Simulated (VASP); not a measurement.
# Ca (Cmcm) in VASP: a series of runs

Runs on Ca. Level: PBEsol. Tasks: single point.

Everything below comes from runs of VASP 6.6.1. Logs are shortened: lines on timing, memory, paths and dates and some standing lists are left out, and cuts for length are marked.

**1. The cell of the first run**

It takes space group Cmcm (No. 63, orthorhombic). The conventional cell has a = 3.997 Å, b = 6.884 Å, c = 6.334 Å, α = 90.00°, β = 90.00°, γ = 90.00°. Ca (site symmetry m2m) has 12 Ca at 3.89 to 4.00 Å within 5.1 Å.

**2. Single point, PBEsol**

INCAR

```
  PREC = Accurate
  ENCUT = 520
  EDIFF = 1E-7
  ISMEAR = 0
  SIGMA = 0.15
  LREAL = F
  LASPH = T
  NELM = 100
  ALGO = Normal
  ISIF = 2
  LWAVE = F
  LCHARG = F
  GGA = PS
  NBANDS = 17
```

KPOINTS

```
regular mesh
0
Gamma
  16 16 8
```

POSCAR

```
Ca
1.0
    1.9982831318     -3.4420095248      0.0000000000
    1.9982831318      3.4420095248      0.0000000000
    0.0000000000      0.0000000000      6.3343571863
Ca
2
Direct
    0.8355866000      0.1644134000      0.2500000000
    0.1644134000      0.8355866000      0.7500000000
```

Potentials or basis: VASP PAW PBE potentials, release 64 (Ca_sv).

Command:

```
> cat potpaw_PBE.64/Ca_sv/POTCAR > POTCAR
> mpirun -np 1 vasp_std > vasp.out
```

OUTCAR:

```text
PREC = Accurate
   ENCUT = 520
   EDIFF = 1E-7
   ISMEAR = 0
   LREAL = F
   LASPH = T
   NELM = 100
   ISIF = 2
   GGA = PS

 ion  position               nearest neighbor table
   1  0.836  0.164  0.250-
   2  0.164  0.836  0.750-

  LATTYP: Found a base centered orthorhombic cell.
 ALAT       =     3.9965662636
 B/A-ratio  =     1.7224834009
 C/A-ratio  =     1.5849498716

  Lattice vectors:

 A1 = (   1.9982831318,  -3.4420095248,   0.0000000000)
 A2 = (   1.9982831318,   3.4420095248,   0.0000000000)
 A3 = (   0.0000000000,   0.0000000000,   6.3343571863)

Analysis of symmetry for initial positions (statically):
=====================================================================
 Subroutine PRICEL returns:
 Original cell was already a primitive cell.

 Routine SETGRP: Setting up the symmetry group for a
 base centered orthorhombic supercell.

 Subroutine GETGRP returns: Found  8 space group operations
 (whereof  4 operations were pure point group operations)
 out of a pool of  8 trial point group operations.

The static configuration has the point symmetry C_2h.
 The point group associated with its full space group is D_2h.

Analysis of symmetry for dynamics (positions and initial velocities):
=====================================================================
 Subroutine PRICEL returns:
 Original cell was already a primitive cell.

 Routine SETGRP: Setting up the symmetry group for a
 base centered orthorhombic supercell.

 Subroutine GETGRP returns: Found  8 space group operations
 (whereof  4 operations were pure point group operations)
 out of a pool of  8 trial point group operations.

The dynamic configuration has the point symmetry C_2h.
 The point group associated with its full space group is D_2h.

 Subroutine INISYM returns: Found  8 space group operations
 (whereof  4 operations are pure point group operations),
 and found     1 'primitive' translations

----------------------------------------------------------------------------------------

                                     Primitive cell

  volume of cell :      87.1368

  direct lattice vectors                    reciprocal lattice vectors
     1.998283132 -3.442009525  0.000000000     0.250214793 -0.145263979  0.000000000
     1.998283132  3.442009525  0.000000000     0.250214793  0.145263979  0.000000000
     0.000000000  0.000000000  6.334357186     0.000000000  0.000000000  0.157869216

[... 76 lines left out ...]
   ICHARG =      2    charge: 1-file 2-atom 10-const
   ISPIN  =      1    spin polarized calculation?
   LNONCOLLINEAR =      F non collinear calculations
   LSORBIT =      F    spin-orbit coupling
   LASPH  =      T    aspherical Exc in radial PAW
   ENCUT  =  520.0 eV  38.22 Ry    6.18 a.u.   7.40  7.40 11.78*2*pi/ulx,y,z
   NELM   =    100;   NELMIN=  2; NELMDL= -5     # of ELM steps
   EDIFF  = 0.1E-06   stopping-criterion for ELM
   LREAL  =      F    real-space projection
   EDIFFG = 0.1E-05   stopping-criterion for IOM
   NSW    =      0    number of steps for IOM
   IBRION =     -1    ionic relax: 0-MD 1-quasi-New 2-CG
   NFREE  =      0    steps in history (QN), initial steepest desc. (CG)
   ISIF   =      2    stress and relaxation
   ISYM   =      2    0-nonsym 1-usesym 2-fastsym
   POTIM  = 0.5000    time-step for ionic-motion
   TEBEG  =    0.0;   TEEND  =   0.0 temperature during run
   PSTRESS=    0.0 pullay stress
   NELECT =      20.0000    total number of electrons
   NUPDOWN=      -1.0000    fix difference up-down
   EMIN   =  10.00;   EMAX   =-10.00  energy-range for DOS
   EFERMI =   0.00;   METHOD = LEGACY
   ISMEAR =     0;   SIGMA  =   0.15  broadening in eV -4-tet -1-fermi 0-gaus
   EFERMI_NEDOS =   21; number of points for ismear=-14 and -15
   IALGO  =     38    algorithm
   IMIX   =      4    mixing-type and parameters
     AMIX     =   0.40;   BMIX     =  1.00
     AMIX_MAG =   1.60;   BMIX_MAG =  1.00
  volume/ion in A,a.u.               =      43.57       294.01
  Fermi-wavevector in a.u.,A,eV,Ry     =   1.002346  1.894159 13.669737  1.004697
  Thomas-Fermi vector in A             =   2.134827
   LORBIT       =      0    0 simple, 1 ext, 2 COOP (PROOUT), +10 PAW based schemes
   GGA     = PS    functional components
   LHFCALC =     F    Hartree Fock is set to
   AEXX    =    0.0000 exact exchange contribution
   IVDW    =     0    specifies the selected vdW correction
   LEPSILON=     F    determine dielectric tensor
   LRPA    =     F    only Hartree local field effects (RPA)
 non-spin polarized calculation
 Gauss-broadening in eV      SIGMA  =   0.15
  energy-cutoff  :      520.00
  volume of cell :       87.14
 maximum number of plane-waves:      2394
 NGX is ok and might be reduce to    30
   NGX = 15   NGY = 15   NGZ = 23

 number of electron      19.9999999 magnetization

 Free energy of the ion-electron system (eV)
  ---------------------------------------------------
  ext. energy  EPLUGINS =         0.00000000
  ---------------------------------------------------
  free energy    TOTEN  =        -4.24877604 eV

  energy without entropy =       -4.21960043  energy(sigma->0) =       -4.23418824

 E-fermi :   1.8260     XC(G=0):  -7.7088

 val. band max:        1.8222063177   @ k =   0.3125   0.3125   0.2500
 cond. band min:       1.8265741699   @ k =   0.5000   0.1875   0.0000
 fundamental gap:      0.0043678522
 Fermi energy:         1.8260253182

 k-point     1 :       0.0000    0.0000    0.0000
  band No.  band energies     occupation
      1     -40.1376      2.00000
      2     -40.1241      2.00000
      3     -21.2631      2.00000
      4     -21.1570      2.00000
      5     -21.1546      2.00000
      6     -21.1355      2.00000
[... 457 lines left out ...]
      4     -21.1603      2.00000
      5     -21.1558      2.00000
      6     -21.1390      2.00000
[... 9 lines left out ...]
     16       4.3593      0.00000
     17       4.5612      0.00000

 [... further k-points ...]
[... 5 lines left out ...]
  --------------------------------------------------------------------------------------
  -------------------------------------------------------------------------------------
  Total       -0.7796507     -0.6606490     -0.2190866      0.0000000     -0.0000000      0.0000000
  in kB      -14.3353730    -12.1472986     -4.0283277      0.0000000     -0.0000000      0.0000000
  external PRESSURE =     -10.1703331 kB  Pullay stress =       0.0000000 kB

 VOLUME and BASIS-vectors are now :
 -----------------------------------------------------------------------------
  energy-cutoff  :      520.00
  volume of cell :       87.14
      direct lattice vectors                 reciprocal lattice vectors
     1.998283132 -3.442009525  0.000000000     0.250214793 -0.145263979  0.000000000
     1.998283132  3.442009525  0.000000000     0.250214793  0.145263979  0.000000000
     0.000000000  0.000000000  6.334357186     0.000000000  0.000000000  0.157869216

 POSITION                                       TOTAL-FORCE (eV/Angst)
 -----------------------------------------------------------------------------------
      1.99828     -2.31018      1.58359         0.000000      0.018613      0.000000
      1.99828      2.31018      4.75077         0.000000     -0.018613      0.000000
 -----------------------------------------------------------------------------------
    total drift:                                0.000000     -0.000000      0.000000

  FREE ENERGIE OF THE ION-ELECTRON SYSTEM (eV)
  ---------------------------------------------------
  free  energy   TOTEN  =        -4.2487760380 eV

  energy  without entropy=       -4.2196004321  energy(sigma->0) =       -4.23418824
```

stdout:

```text
POSCAR found type information on POSCAR Ca
 POSCAR found :  1 types and       2 ions
 scaLAPACK will be used
 -----------------------------------------------------------------------------
|                                                                             |
|                                                                             |
|     You enforced a specific xc type in the INCAR file but a different       |
|     I HOPE YOU KNOW WHAT YOU ARE DOING!                                     |
|                                                                             |
 -----------------------------------------------------------------------------

 LDA part: xc-table for (Slater+PW92), standard interpolation
 POSCAR, INCAR and KPOINTS ok, starting setup
 FFT: planning ... GRIDC
 FFT: planning ... GRID_SOFT
 FFT: planning ... GRID
 WAVECAR not read
 entering main loop
```

It took 5.3 min on 1 thread of AMD EPYC 7R13 (Zen 3), shared host; peak memory 0.52 GiB.

What came out:

```
Free energy            : -4.2488 eV
Pressure               : -1.0 GPa
Largest force          : 0.019 eV/Å
Band gap on the k mesh : zero (band 10 reaches 2.03 eV, above the bottom of band 11 at 1.66 eV)
```

Forces in eV/Å, atoms in the order of the input:
```
Ca   0.000  0.019  0.000
Ca   0.000 -0.019  0.000
```

Caveat: the PAW data sets were made with another functional, which shifts forces and pressure a little.

(Continued in part 2 of 2.)
